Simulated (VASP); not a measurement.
**MoS2: relaxation of the atoms with PBE+D3(BJ)**

System: MoS2, a slab with vacuum.

```
CELL_PARAMETERS angstrom
3.18413 0.00000 0.00000
-1.59206 2.75753 0.00000
0.00000 0.00000 17.33460
ATOMIC_POSITIONS crystal
Mo 0.00000 0.00000 0.00000
S 0.33333 0.66667 0.08949
S 0.33333 0.66667 0.91051
```

```json
{
  "Program": "VASP 6.6.1",
  "Task": "relaxation of the atoms",
  "Functional": "PBE",
  "Dispersion": "D3(BJ)",
  "Potentials or basis": "VASP PAW PBE potentials, release 64 (Mo_sv, S)",
  "Cutoff": "520 eV",
  "k mesh": "12 × 12 × 2",
  "Occupations": "gaussian, width 0.02 eV",
  "Spin": "no spin polarisation",
  "Dipole correction": "no",
  "Further INCAR settings": "ALGO = Normal; EDIFF = 1e-06; IBRION = 2; EDIFFG = -0.01; NSW = 60"
}
```

The energy gained by relaxing is 0.2 meV/atom and the ionic steps are 2. The largest force after relaxing is 0.008 eV/Å, the band gap on the k mesh is 1.63 eV (least direct gap 1.67 eV) and the dispersion energy per atom is -0.314 eV.

Forces on the atoms (eV/Å):
```
Mo   0.000  0.000  0.000
S    0.000  0.000  0.008
S    0.000  0.000 -0.008
```

Step by step:
| step | energy change (eV) | largest force (eV/Å) | pressure (GPa) |
| --- | --- | --- | --- |
| 1 | 0.0000 | 0.1035 | -0.44 |
| 2 | -0.0006 | 0.0083 | -0.61 |

Final structure:
```
Mo S
1.0
     3.18413    0.00000    0.00000
    -1.59206    2.75753    0.00000
     0.00000    0.00000   17.33460
Mo S
1 2
Direct
  0.00000 0.00000 0.00000
  0.33333 0.66667 0.08978
  0.33333 0.66667 0.91022
```

Levels at points of the mesh, in eV from the valence-band top:
| k point | band 11 | band 12 | band 13 | band 14 | band 15 | band 16 |
| --- | --- | --- | --- | --- | --- | --- |
| (0.00, 0.00, 0.00) | -1.55 | -1.55 | 0.00 | 2.74 | 2.74 | 3.01 |
| (0.50, 0.00, 0.00) | -1.88 | -1.01 | -0.65 | 2.22 | 2.74 | 3.88 |
| (0.00, 0.00, 0.50) | -1.55 | -1.55 | 0.00 | 2.74 | 2.74 | 3.01 |
| (0.50, 0.00, 0.50) | -1.88 | -1.01 | -0.65 | 2.22 | 2.74 | 3.88 |

It took 3.2 min on 1 thread of Oxide Virtual Turin-like Processor, on a shared host, peak memory 0.3 GiB.
